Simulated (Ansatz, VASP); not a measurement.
Co in VASP and in Ansatz

Contents of POSCAR:

```
Co
1.0
   -2.0619927611      2.0619289117      1.1795318865
    2.0619289117     -2.0619927611      1.1795318865
    2.0622741426      2.0622741426     -1.1796488266
Co
2
Direct
    0.9999945772      0.0000054228      1.0000000000
    0.7500054228      0.2499945772      0.5000000000
```

The input INCAR.step1:

```
ALGO     = Normal         # electronic algorithm
EDIFF    = 1E-4           # SCF threshold, eV
ENCUT    = 520            # plane-wave cutoff, eV
GGA      = PE             # functional
ISMEAR   = -1             # smearing method
LASPH    = T              # aspherical terms in the spheres
LCHARG   = F              # write CHGCAR
LREAL    = F              # projectors in reciprocal space
LWAVE    = T              # write WAVECAR
NBANDS   = 16             # bands
NELM     = 80             # most SCF steps
PREC     = Accurate       # precision mode
SIGMA    = 0.1            # smearing width, eV
```

File INCAR.step2:

```
ALGO     = Normal         # electronic algorithm
EDIFF    = 1E-6           # SCF threshold, eV
ENCUT    = 520            # plane-wave cutoff, eV
ISIF     = 2              # what is computed and relaxed
ISMEAR   = -1             # smearing method
ISTART   = 1            
LASPH    = T              # aspherical terms in the spheres
LCHARG   = T              # write CHGCAR
LELF     = T              # ELF
LMIXTAU  = T            
LREAL    = F              # projectors in reciprocal space
LVHAR    = T            
LWAVE    = F              # write WAVECAR
METAGGA  = R2SCAN         # meta-GGA
NBANDS   = 16             # bands
NELM     = 80             # most SCF steps
PREC     = Accurate       # precision mode
SIGMA    = 0.1            # smearing width, eV
```

KPOINTS

```
k-points
0
Gamma
  17 17 12
```

Input for Ansatz:

```yaml
crystal:
  lattice:
    - [-2.0619927611, 2.0619289117, 1.1795318865]
    - [2.0619289117, -2.0619927611, 1.1795318865]
    - [2.0622741426, 2.0622741426, -1.1796488266]
  atoms:
    - { symbol: Co, position: [0.9999945772, 5.4228e-06, 1.0] }
    - { symbol: Co, position: [0.7500054228, 0.2499945772, 0.5] }
hamiltonian:
  xc: r2scan
  pseudopotentials:
    kind: paw
    azcp:
      Co: "pseudopotentials/Co.paw.azcp"
basis:
  ecutwfc: 500
  fft_grid_basis: typed
kpoints:
  mp_grid: { grid: [17, 17, 12], shift: [0, 0, 0] }
magnetization:
  spin_polarized: false
scf:
  occupations: { method: fermi_dirac, width: 0.1 }
  lower_state_search: "off"
output:
  stress: true
  write_density: true
  write_potential: true
  elf: true
  volumetric_format: npy
```

Alike in both runs: task single point; functional r2SCAN; k mesh 17 × 17 × 12; occupations fermi-dirac, width 0.1 eV; no spin polarisation.

```csv
,VASP,Ansatz
version,VASP 6.6.1,Ansatz 0.2.0
potentials or method,"VASP PAW PBE potentials, release 64 (Co), cutoff 520 eV","plane waves (500 eV) with PAW, scalar-relativistic"
valence electrons in the cell,18,34
```

VASP gave:

```
pressure (GPa)                                                : 23.7
traceless stress, the component that is largest in VASP (GPa) : -1.72
```

Task: Which values does Ansatz return?

Result: Pressure (GPa): 23.5; traceless stress, the component that is largest in VASP (GPa): -1.73.

VASP's potentials were made for PBE, not for r2SCAN. VASP's potentials hold 18 valence electrons a cell and Ansatz's 34, so a difference there can come from the potentials and not from the codes.
